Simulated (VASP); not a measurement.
# Sb (Pm-3m) in VASP: single point with PBE+D3(BJ)

Aim: the single point of Sb with PBE+D3(BJ).

Everything below comes from runs of VASP 6.6.1. Logs are shortened: lines on timing, memory, paths and dates and some standing lists are left out, and cuts for length are marked.

### 1 The cell of the first run

The structure is cubic, space group Pm-3m (No. 221). The conventional cell has a = 3.083 Å, b = 3.083 Å, c = 3.083 Å, α = 90.00°, β = 90.00°, γ = 90.00°. Sb (site symmetry m-3m) has 6 Sb at 3.08 Å within 4.1 Å.

### 2 Single point, PBE+D3(BJ)

File INCAR:

```
SYSTEM = Sb
ALGO = Normal
EDIFF = 1E-6
ENCUT = 500
GGA = PE
GGA_COMPAT = .False.
ISIF = 2
ISMEAR = 0
IVDW = 12
LASPH = .True.
LCHARG = .False.
LREAL = .False.
LWAVE = .False.
NBANDS = 8
NELM = 120
PREC = Accurate
SIGMA = 0.1
```

File KPOINTS:

```
k-points
0
Gamma
  6 6 6
  0 0 0
```

File POSCAR:

```
Sb
1.0
    3.0833436100      0.0000000000      0.0000000000
    0.0000000000      3.0833436100      0.0000000000
    0.0000000000      0.0000000000      3.0833436100
Sb
1
Direct
    0.0000000000      0.0000000000      0.0000000000
```

Potentials or basis: VASP PAW PBE potentials, release 64 (Sb).

The run is started by

```bash
cat potpaw_PBE.64/Sb/POTCAR > POTCAR
mpirun -np 1 vasp_std > vasp.out
```

OUTCAR:

```text
SYSTEM = Sb
   EDIFF = 1E-6
   ENCUT = 500
   GGA = PE
   ISIF = 2
   ISMEAR = 0
   IVDW = 12
   LASPH = .True.
   LREAL = .False.
   NELM = 120
   PREC = Accurate
 IVDW          = 12

 ion  position               nearest neighbor table
   1  0.000  0.000  0.000-

  LATTYP: Found a simple cubic cell.
 ALAT       =     3.0833436100

  Lattice vectors:

 A1 = (   3.0833436100,   0.0000000000,   0.0000000000)
 A2 = (   0.0000000000,   3.0833436100,   0.0000000000)
 A3 = (   0.0000000000,   0.0000000000,   3.0833436100)

Analysis of symmetry for initial positions (statically):
=====================================================================
 Subroutine PRICEL returns:
 Original cell was already a primitive cell.

 Routine SETGRP: Setting up the symmetry group for a
 simple cubic supercell.

 Subroutine GETGRP returns: Found 48 space group operations
 (whereof 48 operations were pure point group operations)
 out of a pool of 48 trial point group operations.

The static configuration has the point symmetry O_h .

Analysis of symmetry for dynamics (positions and initial velocities):
=====================================================================
 Subroutine PRICEL returns:
 Original cell was already a primitive cell.

 Routine SETGRP: Setting up the symmetry group for a
 simple cubic supercell.

 Subroutine GETGRP returns: Found 48 space group operations
 (whereof 48 operations were pure point group operations)
 out of a pool of 48 trial point group operations.

The dynamic configuration has the point symmetry O_h .

 Subroutine INISYM returns: Found 48 space group operations
 (whereof 48 operations are pure point group operations),
 and found     1 'primitive' translations

----------------------------------------------------------------------------------------

                                     Primitive cell

  volume of cell :      29.3134

  direct lattice vectors                    reciprocal lattice vectors
     3.083343610  0.000000000  0.000000000     0.324323243  0.000000000  0.000000000
     0.000000000  3.083343610  0.000000000     0.000000000  0.324323243  0.000000000
     0.000000000  0.000000000  3.083343610     0.000000000  0.000000000  0.324323243

  length of vectors
     3.083343610  3.083343610  3.083343610     0.324323243  0.324323243  0.324323243

  position of ions in fractional coordinates (direct lattice)
     0.000000000  0.000000000  0.000000000

  ion indices of the primitive-cell ions
   primitive index   ion index
                 1           1

----------------------------------------------------------------------------------------

 KPOINTS: k-points

Automatic generation of k-mesh.
 Grid dimensions read from file:
 generate k-points for:    6    6    6

 Generating k-lattice:

  Cartesian coordinates                     Fractional coordinates (reciprocal lattice)
     0.054053874  0.000000000  0.000000000     0.166666667  0.000000000  0.000000000
     0.000000000  0.054053874  0.000000000     0.000000000  0.166666667  0.000000000
     0.000000000  0.000000000  0.054053874     0.000000000  0.000000000  0.166666667

  Length of vectors
     0.054053874  0.054053874  0.054053874

  Shift w.r.t. Gamma in fractional coordinates (k-lattice)
     0.000000000  0.000000000  0.000000000

 Subroutine IBZKPT returns following result:
 ===========================================

 Found     20 irreducible k-points:

 Following reciprocal coordinates:
            Coordinates               Weight
  0.000000  0.000000  0.000000      1.000000
  0.166667  0.000000  0.000000      6.000000
  0.333333  0.000000  0.000000      6.000000
  0.500000  0.000000  0.000000      3.000000
  0.166667  0.166667  0.000000     12.000000
  0.333333  0.166667  0.000000     24.000000
[... 12 lines left out ...]
  0.500000  0.500000  0.333333      6.000000
  0.500000  0.500000  0.500000      1.000000
   k-points           NKPTS =     20   k-points in BZ     NKDIM =     20   number of bands    NBANDS=      8
   number of dos      NEDOS =    301   number of ions     NIONS =      1
   total plane-waves  NPLWV =  13824
   dimension x,y,z NGX =    24 NGY =   24 NGZ =   24
   dimension x,y,z NGXF=    48 NGYF=   48 NGZF=   48
   ions per type =               1
   NGX,Y,Z   is equivalent  to a cutoff of  12.94, 12.94, 12.94 a.u.
   NGXF,Y,Z  is equivalent  to a cutoff of  25.88, 25.88, 25.88 a.u.
 SYSTEM =  Sb
   PREC   = accura    normal or accurate (medium, high low for compatibility)
   ISTART =      0    job   : 0-new  1-cont  2-samecut
   ICHARG =      2    charge: 1-file 2-atom 10-const
   ISPIN  =      1    spin polarized calculation?
   LNONCOLLINEAR =      F non collinear calculations
   LSORBIT =      F    spin-orbit coupling
   LASPH  =      T    aspherical Exc in radial PAW
   ENCUT  =  500.0 eV  36.75 Ry    6.06 a.u.   5.62  5.62  5.62*2*pi/ulx,y,z
   NELM   =    120;   NELMIN=  2; NELMDL= -5     # of ELM steps
   EDIFF  = 0.1E-05   stopping-criterion for ELM
   LREAL  =      F    real-space projection
   EDIFFG = 0.1E-04   stopping-criterion for IOM
   NSW    =      0    number of steps for IOM
   IBRION =     -1    ionic relax: 0-MD 1-quasi-New 2-CG
   NFREE  =      0    steps in history (QN), initial steepest desc. (CG)
   ISIF   =      2    stress and relaxation
   ISYM   =      2    0-nonsym 1-usesym 2-fastsym
   POTIM  = 0.5000    time-step for ionic-motion
   TEBEG  =    0.0;   TEEND  =   0.0 temperature during run
   PSTRESS=    0.0 pullay stress
   NELECT =       5.0000    total number of electrons
   NUPDOWN=      -1.0000    fix difference up-down
   EMIN   =  10.00;   EMAX   =-10.00  energy-range for DOS
   EFERMI =   0.00;   METHOD = LEGACY
   ISMEAR =     0;   SIGMA  =   0.10  broadening in eV -4-tet -1-fermi 0-gaus
   EFERMI_NEDOS =   21; number of points for ismear=-14 and -15
   IALGO  =     38    algorithm
   IMIX   =      4    mixing-type and parameters
     AMIX     =   0.40;   BMIX     =  1.00
     AMIX_MAG =   1.60;   BMIX_MAG =  1.00
  volume/ion in A,a.u.               =      29.31       197.82
  Fermi-wavevector in a.u.,A,eV,Ry     =   0.907910  1.715702 11.215296  0.824301
  Thomas-Fermi vector in A             =   2.031774
   LORBIT       =      0    0 simple, 1 ext, 2 COOP (PROOUT), +10 PAW based schemes
   GGA     = PE    functional components
   LHFCALC =     F    Hartree Fock is set to
   AEXX    =    0.0000 exact exchange contribution
   IVDW    =    12    specifies the selected vdW correction
   LEPSILON=     F    determine dielectric tensor
   LRPA    =     F    only Hartree local field effects (RPA)
 non-spin polarized calculation
 Gauss-broadening in eV      SIGMA  =   0.10
  energy-cutoff  :      500.00
  volume of cell :       29.31
 maximum number of plane-waves:       768
 NGX is ok and might be reduce to    24
   NGX = 11   NGY = 11   NGZ = 11

 number of electron       4.9999999 magnetization

 Free energy of the ion-electron system (eV)
  ---------------------------------------------------
  ext. energy  EPLUGINS =         0.00000000
  ---------------------------------------------------
  free energy    TOTEN  =        -4.11333201 eV

  energy without entropy =       -4.10788175  energy(sigma->0) =       -4.11060688

 E-fermi :   7.6269     XC(G=0):  -9.6936

 val. band max:        7.5894586945   @ k =   0.1667   0.1667   0.0000
 cond. band min:       7.6643676247   @ k =   0.5000   0.3333   0.3333
 fundamental gap:      0.0749089303
 Fermi energy:         7.6269187430

 k-point     1 :       0.0000    0.0000    0.0000
  band No.  band energies     occupation
      1      -5.1574      2.00000
      2      10.6759      0.00000
      3      10.6759      0.00000
      4      10.6759      0.00000
      5      14.2991      0.00000
      6      14.2991      0.00000
      7      15.7369      0.00000
      8      25.1060      0.00000

 k-point     2 :       0.1667    0.0000    0.0000
  band No.  band energies     occupation
      1      -4.7511      2.00000
      2       7.3670      1.99976
      3      11.0722      0.00000
      4      11.0722      0.00000
      5      14.6192      0.00000
      6      15.4901      0.00000
      7      18.7103      0.00000
      8      22.8069      0.00000

 k-point     3 :       0.3333    0.0000    0.0000
  band No.  band energies     occupation
      1      -3.6297      2.00000
      2       3.5612      2.00000
      3      12.0617      0.00000
      4      12.0617      0.00000
      5      15.5323      0.00000
      6      16.6019      0.00000
      7      20.1296      0.00000
      8      20.1296      0.00000

 k-point     4 :       0.5000    0.0000    0.0000
  band No.  band energies     occupation
      1      -2.6723      2.00000
      2       1.6640      2.00000
      3      12.7426      0.00000
      4      12.7426      0.00000
      5      16.4133      0.00000
      6      18.0122      0.00000
      7      18.8570      0.00000
      8      18.8597      0.00000

 k-point     5 :       0.1667    0.1667    0.0000
  band No.  band energies     occupation
      1      -4.3444      2.00000
      2       7.5895      1.40373
      3       7.9433      0.00001
      4      11.4704      0.00000
      5      15.3503      0.00000
      6      18.4929      0.00000
      7      18.6150      0.00000
      8      20.3511      0.00000
[... 133 lines left out ...]
 k-point    18 :       0.5000    0.3333    0.3333
  band No.  band energies     occupation
      1       0.5170      2.00000
      2       4.3764      2.00000
      3       6.7514      2.00000
      4       7.6644      0.59638
      5      12.0738      0.00000
      6      12.9121      0.00000
      7      15.0542      0.00000
      8      18.0765      0.00000

 k-point    19 :       0.5000    0.5000    0.3333
  band No.  band energies     occupation
      1       1.6447      2.00000
      2       5.0629      2.00000
      3       5.0629      2.00000
      4       7.9904      0.00000
      5      10.9764      0.00000
      6      13.5713      0.00000
      7      13.5713      0.00000
      8      16.2698      0.00000

 k-point    20 :       0.5000    0.5000    0.5000
  band No.  band energies     occupation
      1       2.9448      2.00000
      2       5.7115      2.00000
      3       5.7115      2.00000
      4       5.7115      2.00000
      5      12.1677      0.00000
      6      12.1677      0.00000
      7      12.1677      0.00000
      8      14.2681      0.00000

------------------------ aborting loop because EDIFF is reached ----------------------------------------

 Edisp (eV)   -0.48733

 E8    (eV) :    -0.2273

  FORCE on cell =-STRESS in cart. coord.  units (eV):
  Direction    XX          YY          ZZ          XY          YZ          ZX
  --------------------------------------------------------------------------------------
  -------------------------------------------------------------------------------------
  Total      -0.17701    -0.17701    -0.17701    -0.00000    -0.00000    -0.00000
  in kB      -9.67482    -9.67482    -9.67482    -0.00000    -0.00000    -0.00000
  external pressure =       -9.67 kB  Pullay stress =        0.00 kB

 VOLUME and BASIS-vectors are now :
 -----------------------------------------------------------------------------
  energy-cutoff  :      500.00
  volume of cell :       29.31
      direct lattice vectors                 reciprocal lattice vectors
     3.083343610  0.000000000  0.000000000     0.324323243  0.000000000  0.000000000
     0.000000000  3.083343610  0.000000000     0.000000000  0.324323243  0.000000000
     0.000000000  0.000000000  3.083343610     0.000000000  0.000000000  0.324323243

 POSITION                                       TOTAL-FORCE (eV/Angst)
 -----------------------------------------------------------------------------------
      0.00000      0.00000      0.00000         0.000000      0.000000      0.000000
 -----------------------------------------------------------------------------------
    total drift:                               -0.000000      0.000000      0.000000

  FREE ENERGIE OF THE ION-ELECTRON SYSTEM (eV)
  ---------------------------------------------------
  free  energy   TOTEN  =        -4.6006627794 eV

  energy  without entropy=       -4.5952125200  energy(sigma->0) =       -4.59793765
```

Wall time 3.6 s (1 thread of Intel Xeon Platinum 8488C (Sapphire Rapids), shared host); peak memory 0.14 GiB.

What came out:

```
Free energy                : -4.6007 eV
Pressure                   : -1.0 GPa
Dispersion energy per atom : -0.487 eV
```

Levels at points of the mesh, in eV from the Fermi level:
| k point | band 1 | band 2 | band 3 | band 4 | band 5 | band 6 |
| --- | --- | --- | --- | --- | --- | --- |
| (0.00, 0.00, 0.00) | -12.78 | 3.05 | 3.05 | 3.05 | 6.67 | 6.67 |
| (0.50, 0.00, 0.00) | -10.30 | -5.96 | 5.12 | 5.12 | 8.79 | 10.39 |
| (0.50, 0.50, 0.00) | -7.65 | -3.88 | -3.88 | 1.85 | 7.23 | 12.72 |
| (0.50, 0.50, 0.50) | -4.68 | -1.92 | -1.92 | -1.92 | 4.54 | 4.54 |

Caveat: spin-orbit coupling is left out, which moves the levels of the heavy elements; pairwise dispersion overbinds metals, which lowers pressure and volume.
